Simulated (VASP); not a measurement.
# LiCl (Immm) in VASP: further runs, part 2 of 2

VASP 6.6.1. Earlier steps stand in the parts before.

## Step 4: Single point, PBE (strain -0.0200 x Voigt [0, 0, 0, 0, 1, 0])

File INCAR:

```
PREC = Accurate
ENCUT = 520
EDIFF = 1E-6
ISMEAR = 0
SIGMA = 0.05
LREAL = False
LASPH = True
NELM = 80
ALGO = Normal
ISIF = 2
LWAVE = False
LCHARG = False
GGA = PE
NBANDS = 12
```

File KPOINTS:

```
Automatic mesh
0
Gamma
  8 8 8
```

File POSCAR:

```
LiCl
1.0
   -0.0256476000      2.5647600000      2.5647600000
    2.5391124000      0.0000000000      2.5391124000
    2.5647600000      2.5647600000     -0.0256476000
Li Cl
1 1
Direct
    0.0000000000      0.0000000000      0.0000000000
    0.5000000000      0.5000000000      0.5000000000
```

Potentials or basis: VASP PAW PBE potentials, release 64 (Li_sv, Cl).

Launch:

```
$ cat potpaw_PBE.64/Li_sv/POTCAR potpaw_PBE.64/Cl/POTCAR > POTCAR
$ mpirun -np 1 vasp_std > vasp.out
```

OUTCAR:

```text
PREC = Accurate
   ENCUT = 520
   EDIFF = 1E-6
   ISMEAR = 0
   LREAL = False
   LASPH = True
   NELM = 80
   ISIF = 2
   GGA = PE

 ion  position               nearest neighbor table
   1  0.000  0.000  0.000-   2 2.56   2 2.56   2 2.56   2 2.56   2 2.56   2 2.56
   2  0.500  0.500  0.500-   1 2.56   1 2.56   1 2.56   1 2.56   1 2.56   1 2.56

  LATTYP: Found a body centered orthorhombic cell.
 ALAT       =     3.5908471925
 B/A-ratio  =     1.0202020202
 C/A-ratio  =     1.4284985479

  Lattice vectors:

 A1 = (   2.5647600000,  -2.5647600000,  -0.0256476000)
 A2 = (  -2.5647600000,  -2.5647600000,   0.0256476000)
 A3 = (   0.0256476000,   2.5647600000,  -2.5647600000)

Analysis of symmetry for initial positions (statically):
=====================================================================
 Subroutine PRICEL returns:
 Original cell was already a primitive cell.

 Routine SETGRP: Setting up the symmetry group for a
 body centered orthorhombic supercell.

 Subroutine GETGRP returns: Found  8 space group operations
 (whereof  8 operations were pure point group operations)
 out of a pool of  8 trial point group operations.

The static configuration has the point symmetry D_2h.

Analysis of symmetry for dynamics (positions and initial velocities):
=====================================================================
 Subroutine PRICEL returns:
 Original cell was already a primitive cell.

 Routine SETGRP: Setting up the symmetry group for a
 body centered orthorhombic supercell.

 Subroutine GETGRP returns: Found  8 space group operations
 (whereof  8 operations were pure point group operations)
 out of a pool of  8 trial point group operations.

The dynamic configuration has the point symmetry D_2h.

 Subroutine INISYM returns: Found  8 space group operations
 (whereof  8 operations are pure point group operations),
 and found     1 'primitive' translations

[... 117 lines left out ...]
  Thomas-Fermi vector in A             =   2.227769
   LORBIT       =      0    0 simple, 1 ext, 2 COOP (PROOUT), +10 PAW based schemes
   GGA     = PE    functional components
   LHFCALC =     F    Hartree Fock is set to
   AEXX    =    0.0000 exact exchange contribution
   IVDW    =     0    specifies the selected vdW correction
   LEPSILON=     F    determine dielectric tensor
   LRPA    =     F    only Hartree local field effects (RPA)
 non-spin polarized calculation
 Gauss-broadening in eV      SIGMA  =   0.05
  energy-cutoff  :      520.00
  volume of cell :       33.74
 maximum number of plane-waves:       926
   NGX = 13   NGY = 13   NGZ = 13

 number of electron      10.0000005 magnetization

 Free energy of the ion-electron system (eV)
  ---------------------------------------------------
  ext. energy  EPLUGINS =         0.00000000
  ---------------------------------------------------
  free energy    TOTEN  =        -7.38467706 eV

  energy without entropy =       -7.38467706  energy(sigma->0) =       -7.38467706

 E-fermi :   0.9415     XC(G=0):  -8.7313

 val. band max:        0.6420433541   @ k =   0.0000   0.0000   0.0000
 cond. band min:       6.9195419358   @ k =   0.0000   0.0000   0.0000
 fundamental gap:      6.2774985817
 Fermi energy:         0.9414843750

 k-point     1 :       0.0000    0.0000    0.0000
  band No.  band energies     occupation
      1     -42.9428      2.00000
      2     -12.8161      2.00000
      3       0.5220      2.00000
      4       0.5799      2.00000
      5       0.6420      2.00000
      6       6.9195      0.00000
      7      12.3562      0.00000
      8      12.5216      0.00000
      9      12.6861      0.00000
     10      15.0752      0.00000
     11      15.1019      0.00000
     12      15.1509      0.00000
[... 331 lines left out ...]
 k-point    24 :       0.2500    0.3750   -0.0000
  band No.  band energies     occupation
      1     -42.9402      2.00000
      2     -12.2640      2.00000
      3      -1.5428      2.00000
      4      -0.2808      2.00000
      5      -0.1599      2.00000
      6       9.0870      0.00000
      7       9.8749      0.00000
      8      10.5286      0.00000
      9      12.7235      0.00000
     10      14.0918      0.00000
     11      17.3439      0.00000
     12      19.0020      0.00000

 [... further k-points ...]
[... 5 lines left out ...]
  --------------------------------------------------------------------------------------
  -------------------------------------------------------------------------------------
  Total        0.0630092      0.0587947      0.0630092      0.0000000      0.0000000      0.1071597
  in kB        2.9921799      2.7920437      2.9921799      0.0000000      0.0000000      5.0888012
  external PRESSURE =       2.9254678 kB  Pullay stress =       0.0000000 kB

 VOLUME and BASIS-vectors are now :
 -----------------------------------------------------------------------------
  energy-cutoff  :      520.00
  volume of cell :       33.74
      direct lattice vectors                 reciprocal lattice vectors
    -0.025647600  2.564760000  2.564760000    -0.193019817  0.194950015  0.193019817
     2.539112400  0.000000000  2.539112400     0.196919207 -0.194950015  0.196919207
     2.564760000  2.564760000 -0.025647600     0.193019817  0.194950015 -0.193019817

 POSITION                                       TOTAL-FORCE (eV/Angst)
 -----------------------------------------------------------------------------------
      0.00000      0.00000      0.00000         0.000000      0.000000      0.000000
      2.53911      2.56476      2.53911        -0.000000     -0.000000     -0.000000
 -----------------------------------------------------------------------------------
    total drift:                                0.000000      0.000000      0.000000

  FREE ENERGIE OF THE ION-ELECTRON SYSTEM (eV)
  ---------------------------------------------------
  free  energy   TOTEN  =        -7.3846770645 eV

  energy  without entropy=       -7.3846770645  energy(sigma->0) =       -7.38467706
```

OSZICAR:

```text
N       E                     dE             d eps       ncg     rms          rms(c)
DAV:   1     0.407931115559E+02    0.40793E+02   -0.41397E+03  2288   0.770E+02
DAV:   2    -0.500152720195E+01   -0.45795E+02   -0.43799E+02  2916   0.142E+02
DAV:   3    -0.738284358963E+01   -0.23813E+01   -0.23740E+01  2992   0.339E+01
DAV:   4    -0.744886625272E+01   -0.66023E-01   -0.66004E-01  3180   0.557E+00
DAV:   5    -0.744948029058E+01   -0.61404E-03   -0.61403E-03  3028   0.522E-01    0.239E+00
DAV:   6    -0.737872940295E+01    0.70751E-01   -0.15165E-01  2864   0.182E+00    0.170E+00
DAV:   7    -0.738049739085E+01   -0.17680E-02   -0.49368E-02  3444   0.117E+00    0.926E-01
DAV:   8    -0.738466359622E+01   -0.41662E-02   -0.63391E-03  2680   0.548E-01    0.156E-01
DAV:   9    -0.738462173653E+01    0.41860E-04   -0.19992E-04  2904   0.985E-02    0.536E-02
DAV:  10    -0.738466870544E+01   -0.46969E-04   -0.12179E-04  2708   0.737E-02    0.522E-02
DAV:  11    -0.738467636266E+01   -0.76572E-05   -0.14670E-05  2952   0.241E-02    0.201E-03
DAV:  12    -0.738467737198E+01   -0.10093E-05   -0.50365E-07  2524   0.529E-03    0.474E-03
DAV:  13    -0.738467706445E+01    0.30753E-06   -0.15942E-07  1476   0.268E-03
   1 F= -.73846771E+01 E0= -.73846771E+01  d E =-.150629E-19
```

Wall time 38 s (1 thread of AMD EPYC 7R43 (Zen 3), shared host); peak memory 0.13 GiB.

Results:

- Free energy: -7.3847 eV
- Band gap on the k mesh: 6.28 eV, direct

Caveat: the cell differs from its parent crystal (strain -0.0200 x Voigt [0, 0, 0, 0, 1, 0]); the cutoff is under 1.25 times the usual one of these potentials, so pressure, stress and relaxed cells hold a basis-set (Pulay) error.

## Step 5: Single point, PBE (strain +0.0100 x Voigt [0, 0, 0, 0, 1, 0])

File INCAR:

```
SYSTEM = LiCl
ALGO     = Normal         ! electronic algorithm
EDIFF    = 1E-6           ! SCF threshold, eV
ENCUT    = 520            ! plane-wave cutoff, eV
GGA      = PE             ! functional
ISIF     = 2              ! what is computed and relaxed
ISMEAR   = 0              ! smearing method
LASPH    = .True.         ! aspherical terms in the spheres
LCHARG   = .False.        ! write CHGCAR
LREAL    = .False.        ! projectors in reciprocal space
LWAVE    = .False.        ! write WAVECAR
NBANDS   = 12             ! bands
NELM     = 60             ! most SCF steps
PREC     = Accurate       ! precision mode
SIGMA    = 0.05           ! smearing width, eV
```

File KPOINTS:

```
k-points
0
Gamma
  8 8 8
  0 0 0
```

File POSCAR:

```
LiCl
1.0
    0.0128238000      2.5647600000      2.5647600000
    2.5775838000      0.0000000000      2.5775838000
    2.5647600000      2.5647600000      0.0128238000
Li Cl
1 1
Direct
    0.0000000000      0.0000000000      0.0000000000
    0.5000000000      0.5000000000      0.5000000000
```

Launch:

```
$ cat potpaw_PBE.64/Li_sv/POTCAR potpaw_PBE.64/Cl/POTCAR > POTCAR
$ mpirun -np 1 vasp_std > vasp.out
```

Wall time 38 s (1 thread of AMD EPYC 7R43 (Zen 3), shared host); peak memory 0.14 GiB.

The run converged. Its results:

```
Free energy            : -7.3855 eV
Band gap on the k mesh : 6.31 eV, direct
```

Levels at points of the mesh, in eV from the valence-band top:
| k point | band 1 | band 2 | band 3 | band 4 | band 5 | band 6 | band 7 | band 8 | band 9 | band 10 |
| --- | --- | --- | --- | --- | --- | --- | --- | --- | --- | --- |
| (0.00, 0.00, 0.00) | -43.55 | -13.43 | -0.06 | -0.03 | 0.00 | 6.31 | 11.83 | 11.91 | 11.99 | 14.48 |
| (0.50, 0.00, 0.00) | -43.55 | -12.85 | -2.84 | -0.31 | -0.29 | 6.70 | 9.40 | 9.47 | 12.99 | 16.85 |
| (0.00, 0.50, 0.00) | -43.55 | -12.87 | -2.85 | -0.28 | -0.26 | 6.75 | 9.47 | 9.54 | 12.91 | 16.90 |
| (0.50, 0.50, 0.00) | -43.55 | -12.61 | -2.92 | -1.13 | -1.13 | 7.86 | 8.26 | 12.40 | 14.09 | 14.09 |
| (0.50, 0.00, 0.50) | -43.55 | -12.61 | -2.92 | -1.18 | -1.09 | 7.85 | 8.27 | 12.41 | 14.06 | 14.11 |

Caveat: the cell differs from its parent crystal (strain +0.0100 x Voigt [0, 0, 0, 0, 1, 0]); the cutoff is under 1.25 times the usual one of these potentials, so pressure, stress and relaxed cells hold a basis-set (Pulay) error.

## Step 6: Overview

```tsv
cell	gap on the mesh (eV)
a = 3.627, b = 3.555 Å, angles 60.7, 61.3, 60.7°, 2 atoms	6.21
a = 3.627, b = 3.682 Å, angles 59.5, 59.0, 59.5°, 2 atoms	6.24
a = 3.627, b = 3.591 Å, angles 60.3, 60.7, 60.3°, 2 atoms	6.28
a = 3.627, b = 3.645 Å, angles 59.8, 59.7, 59.8°, 2 atoms	6.31
```

Alike in all rows: task single point; level PBE; potentials or basis VASP PAW PBE potentials, release 64 (Li_sv, Cl); no spin polarisation; k mesh 8 × 8 × 8; cutoff (eV) 520; smearing gaussian 0.05 eV.

Caveats: the cutoff is under 1.25 times the usual one of these potentials, so pressure, stress and relaxed cells hold a basis-set (Pulay) error.

Absolute energies hang on the potentials; compare differences alone.
